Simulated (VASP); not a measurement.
# Sb (Pm-3m) in VASP: further runs, part 2 of 2

VASP 6.6.1.

### 3 Single point, r2SCAN, non-collinear spin, zero start, spin-orbit coupling

Contents of POSCAR:

```
Sb
1.0
    3.1600000000      0.0000000000      0.0000000000
    0.0000000000      3.1600000000      0.0000000000
    0.0000000000      0.0000000000      3.1600000000
Sb
1
Direct
    0.0000000000      0.0000000000      0.0000000000
```

Contents of INCAR.step1:

```
ALGO = Normal
EDIFF = 1E-4
ENCUT = 520
GGA = PE
GGA_COMPAT = F
ISMEAR = -1
LASPH = T
LCHARG = F
LREAL = F
LSORBIT = T
LWAVE = T
MAGMOM = 0 0 0
NBANDS = 16
NELM = 150
PREC = Accurate
SIGMA = 0.05
```

Contents of INCAR.step2:

```
ALGO = Normal
EDIFF = 1E-6
ENCUT = 520
GGA_COMPAT = F
ISIF = 2
ISMEAR = -1
ISTART = 1
LASPH = T
LCHARG = F
LMIXTAU = T
LORBIT = 11
LORBMOM = T
LREAL = F
LSORBIT = T
LWAVE = F
MAGMOM = 0 0 0
METAGGA = R2SCAN
NBANDS = 16
NELM = 150
PREC = Accurate
SIGMA = 0.05
```

Contents of KPOINTS:

```
k-points
0
Gamma
  8 8 8
```

Potentials or basis: VASP PAW PBE potentials, release 64 (Sb).

Launch:

```bash
$ cat potpaw_PBE.64/Sb/POTCAR > POTCAR
$ cp INCAR.step1 INCAR
$ mpirun -np 1 vasp_ncl > vasp.out
$ cp INCAR.step2 INCAR
$ mpirun -np 1 vasp_ncl > vasp.out
```

OUTCAR:

```text
EDIFF = 1E-6
   ENCUT = 520
   ISIF = 2
   ISMEAR = -1
   ISTART = 1
   LASPH = T
   LORBIT = 11
   LREAL = F
   LSORBIT = T
   METAGGA = R2SCAN
   NELM = 150
   PREC = Accurate

 ion  position               nearest neighbor table
   1  0.000  0.000  0.000-

  LATTYP: Found a simple cubic cell.
 ALAT       =     3.1600000000

  Lattice vectors:

 A1 = (   3.1600000000,   0.0000000000,   0.0000000000)
 A2 = (   0.0000000000,   3.1600000000,   0.0000000000)
 A3 = (   0.0000000000,   0.0000000000,   3.1600000000)

Analysis of symmetry for initial positions (statically):
=====================================================================
 Subroutine PRICEL returns:
 Original cell was already a primitive cell.

 Routine SETGRP: Setting up the symmetry group for a
 simple cubic supercell.

 Subroutine GETGRP returns: Found 48 space group operations
 (whereof 48 operations were pure point group operations)
 out of a pool of 48 trial point group operations.

The static configuration has the point symmetry O_h .

Analysis of symmetry for dynamics (positions and initial velocities):
=====================================================================
 Subroutine PRICEL returns:
 Original cell was already a primitive cell.

 Routine SETGRP: Setting up the symmetry group for a
 simple cubic supercell.

 Subroutine GETGRP returns: Found 48 space group operations
 (whereof 48 operations were pure point group operations)
 out of a pool of 48 trial point group operations.

The dynamic configuration has the point symmetry O_h .

Analysis of structural, dynamic, and magnetic symmetry:
=====================================================================
 Subroutine PRICEL returns:
 Original cell was already a primitive cell.

 Routine SETGRP: Setting up the symmetry group for a
 simple cubic supercell.

 Subroutine GETGRP returns: Found 48 space group operations
 (whereof 48 operations were pure point group operations)
 out of a pool of 48 trial point group operations.

The overall configuration has the point symmetry O_h .

 Subroutine INISYM returns: Found 48 space group operations
 (whereof 48 operations are pure point group operations),
 and found     1 'primitive' translations

----------------------------------------------------------------------------------------

                                     Primitive cell

  volume of cell :      31.5545

  direct lattice vectors                    reciprocal lattice vectors
     3.160000000  0.000000000  0.000000000     0.316455696  0.000000000  0.000000000
     0.000000000  3.160000000  0.000000000     0.000000000  0.316455696  0.000000000
     0.000000000  0.000000000  3.160000000     0.000000000  0.000000000  0.316455696

  length of vectors
     3.160000000  3.160000000  3.160000000     0.316455696  0.316455696  0.316455696

  position of ions in fractional coordinates (direct lattice)
     0.000000000  0.000000000  0.000000000

  ion indices of the primitive-cell ions
[... 91 lines left out ...]
   IALGO  =     38    algorithm
   IMIX   =      4    mixing-type and parameters
     AMIX     =   0.40;   BMIX     =  1.00
     AMIX_MAG =   1.60;   BMIX_MAG =  1.00
  volume/ion in A,a.u.               =      31.55       212.94
  Fermi-wavevector in a.u.,A,eV,Ry     =   0.885886  1.674081 10.677766  0.784794
  Thomas-Fermi vector in A             =   2.006979
   LORBIT       =     11    0 simple, 1 ext, 2 COOP (PROOUT), +10 PAW based schemes
   METAGGA = R2SCAN    functional components
   LHFCALC =     F    Hartree Fock is set to
   AEXX    =    0.0000 exact exchange contribution
   IVDW    =     0    specifies the selected vdW correction
   LEPSILON=     F    determine dielectric tensor
   LRPA    =     F    only Hartree local field effects (RPA)
  energy-cutoff  :      520.00
  volume of cell :       31.55
 maximum number of plane-waves:      1752
 NGX is ok and might be reduce to    24
   NGX = 11   NGY = 11   NGZ = 11

 number of electron       5.0000001 magnetization      -0.0000000      0.0000000      0.0000000

 number of electron       5.0000001 magnetization       0.0000000     -0.0000000     -0.0000000

 Free energy of the ion-electron system (eV)
  ---------------------------------------------------
  ext. energy  EPLUGINS =         0.00000000
  ---------------------------------------------------
  free energy    TOTEN  =       -25.65769317 eV

  energy without entropy =      -25.65015255  energy(sigma->0) =      -25.65392286

 E-fermi :   6.3011     XC(G=0):  -9.8608

 val. band max:        6.2928090397   @ k =   0.3750   0.2500   0.1250
 cond. band min:       6.5043790164   @ k =   0.3750   0.2500   0.2500
 fundamental gap:      0.2115699767
 Fermi energy:         6.3011178288

 k-point     1 :       0.0000    0.0000    0.0000
  band No.  band energies     occupation
      1      -6.1763      1.00000
      2      -6.1763      1.00000
      3       9.0532      0.00000
      4       9.0532      0.00000
      5       9.9332      0.00000
      6       9.9332      0.00000
[... 433 lines left out ...]
      3       2.5965      1.00000
      4       2.5965      1.00000
      5       4.2294      1.00000
      6       4.2294      1.00000
[... 8 lines left out ...]
     15      20.6580      0.00000
     16      20.6580      0.00000

 [... further k-points ...]
[... 5 lines left out ...]
  --------------------------------------------------------------------------------------
  -------------------------------------------------------------------------------------
  Total       -0.6233741     -0.6233741     -0.6233741      0.0000000      0.0000000      0.0000000
  in kB      -31.6517750    -31.6517750    -31.6517750      0.0000000      0.0000000      0.0000000
  external PRESSURE =     -31.6517750 kB  Pullay stress =       0.0000000 kB

 VOLUME and BASIS-vectors are now :
 -----------------------------------------------------------------------------
  energy-cutoff  :      520.00
  volume of cell :       31.55
      direct lattice vectors                 reciprocal lattice vectors
     3.160000000  0.000000000  0.000000000     0.316455696  0.000000000  0.000000000
     0.000000000  3.160000000  0.000000000     0.000000000  0.316455696  0.000000000
     0.000000000  0.000000000  3.160000000     0.000000000  0.000000000  0.316455696

 POSITION                                       TOTAL-FORCE (eV/Angst)
 -----------------------------------------------------------------------------------
      0.00000      0.00000      0.00000         0.000000      0.000000      0.000000
 -----------------------------------------------------------------------------------
    total drift:                                0.000000      0.000000     -0.000000

  FREE ENERGIE OF THE ION-ELECTRON SYSTEM (eV)
  ---------------------------------------------------
  free  energy   TOTEN  =       -25.6576931667 eV

  energy  without entropy=      -25.6501525481  energy(sigma->0) =      -25.65392286

 orbital moment (x)

 # of ion     p       d       tot
 ----------------------------------------
  1         0.000   0.000   0.000
 ----------------------------------------
            0.000   0.000   0.000

 orbital moment (y)

 # of ion     p       d       tot
 ----------------------------------------
  1        -0.000   0.000  -0.000
 ----------------------------------------
           -0.000   0.000  -0.000

 orbital moment (z)

 # of ion     p       d       tot
 ----------------------------------------
  1         0.000   0.000   0.000
 ----------------------------------------
            0.000   0.000   0.000

 Spin-Orbit-Coupling matrix elements

 Ion:    1  E_soc:     -0.1208839
 l=   1
     0.0000000    -0.0200246    -0.0200246
    -0.0200246     0.0000000    -0.0200246
    -0.0200246    -0.0200246     0.0000000
 l=   2
     0.0000000    -0.0000135     0.0000000    -0.0000135    -0.0001093
    -0.0000135     0.0000000    -0.0000820    -0.0000135    -0.0000273
     0.0000000    -0.0000820     0.0000000    -0.0000820     0.0000000
    -0.0000135    -0.0000135    -0.0000820     0.0000000    -0.0000273
    -0.0001093    -0.0000273     0.0000000    -0.0000273     0.0000000
 l=   3
     0.0000000     0.0000000     0.0000000     0.0000000     0.0000000     0.0000000     0.0000000
     0.0000000     0.0000000     0.0000000     0.0000000     0.0000000     0.0000000     0.0000000
     0.0000000     0.0000000     0.0000000     0.0000000     0.0000000     0.0000000     0.0000000
     0.0000000     0.0000000     0.0000000     0.0000000     0.0000000     0.0000000     0.0000000
     0.0000000     0.0000000     0.0000000     0.0000000     0.0000000     0.0000000     0.0000000
     0.0000000     0.0000000     0.0000000     0.0000000     0.0000000     0.0000000     0.0000000
     0.0000000     0.0000000     0.0000000     0.0000000     0.0000000     0.0000000     0.0000000

 total charge

# of ion       s       p       d       tot
------------------------------------------
    1        1.198   1.101   0.032   2.331

 magnetization (x)

# of ion       s       p       d       tot
------------------------------------------
    1        0.000   0.000   0.000   0.000

 magnetization (y)

# of ion       s       p       d       tot
------------------------------------------
    1        0.000  -0.000  -0.000  -0.000

 magnetization (z)

# of ion       s       p       d       tot
------------------------------------------
    1        0.000  -0.000  -0.000  -0.000
```

Wall time 36 s (1 thread of Intel Xeon 6975P-C (Granite Rapids), shared host); peak memory 0.22 GiB.

Results:

```yaml
Free_energy: -25.6577 eV
Pressure: -3.2 GPa
Net_moment: 0.00 μB per cell
Valence_electrons_inside_the_program's_atomic_spheres: Sb 2.33
```

Moments on the atoms (μB; x, y, z):
```
Sb  0.00 0.00 0.00
```

Caveat: the PAW data sets were made with another functional, which shifts forces and pressure a little.
